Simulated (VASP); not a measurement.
Input of a VASP 6.6.1 run:

File INCAR:

```
ALGO = Normal
EDIFF = 1E-6
ENCUT = 500
GGA = PE
GGA_COMPAT = False
ISIF = 2
ISMEAR = 0
ISPIN = 2
LASPH = True
LCHARG = False
LORBIT = 11
LREAL = False
LWAVE = False
MAGMOM = 1.05 1.05
NBANDS = 12
NELM = 200
PREC = Accurate
SIGMA = 0.05
```

File KPOINTS:

```
k-points
0
Gamma
  6 6 6
```

Contents of POSCAR:

```
H
1.0
    5.6351326836      0.0000000000      0.0000000000
   -2.8175663418      4.8801680577      0.0000000000
    0.0000000000      0.0000000000      5.0778180612
H
2
Direct
    0.3333333333      0.6666666667      0.2500000000
    0.6666666667      0.3333333333      0.7500000000
```

Potentials or basis: VASP PAW PBE potentials, release 64 (H).

Run with:

```sh
$ cat potpaw_PBE.64/H/POTCAR > POTCAR
$ mpirun -np 1 vasp_std > vasp.out
```

Estimate the site moments.

H +0.38 μB.

Predict the net moment.

2.00 μB per cell.

Estimate the band gap on the k mesh.

6.99 eV (least direct gap 7.21 eV).

What does it give for the pressure?

0.0 GPa.

 A k mesh can miss the band edges.
